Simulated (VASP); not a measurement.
The system is LiF.

```
Li F
1.0
     0.00000    1.99487    1.99487
     1.99487    0.00000    1.99487
     1.99487    1.99487    0.00000
Li F
1 1
Direct
  0.00000 0.00000 0.00000
  0.50000 0.50000 0.50000
```

Base run:

| Item | Value |
| --- | --- |
| Program | VASP 6.6.1 |
| Functional | LDA |
| Potentials or basis | VASP PAW LDA potentials, release 64 (Li_sv, F) |
| Cutoff | 750 eV |
| k mesh | 10 × 10 × 10 |
| Occupations | gaussian, width 0.01 eV |
| Spin | no spin polarisation |

Its results: band gap on the k mesh 9.09 eV; pressure -5.2 GPa.

Problem. The run is repeated on the same cell with these changes: functional from LDA to r2SCAN; potentials or basis from VASP PAW LDA potentials, release 64 (Li_sv, F) to VASP PAW PBE potentials, release 64 (Li_sv, F); cutoff from 750 eV to 830 eV. What comes out?

Solution. Band gap on the k mesh 10.54 eV; pressure -0.3 GPa.

Caveats: the cell stands under tension (at least some runs); the PAW data sets were made with another functional, which shifts forces and pressure a little (at least some runs).

A k mesh can miss the band edges.
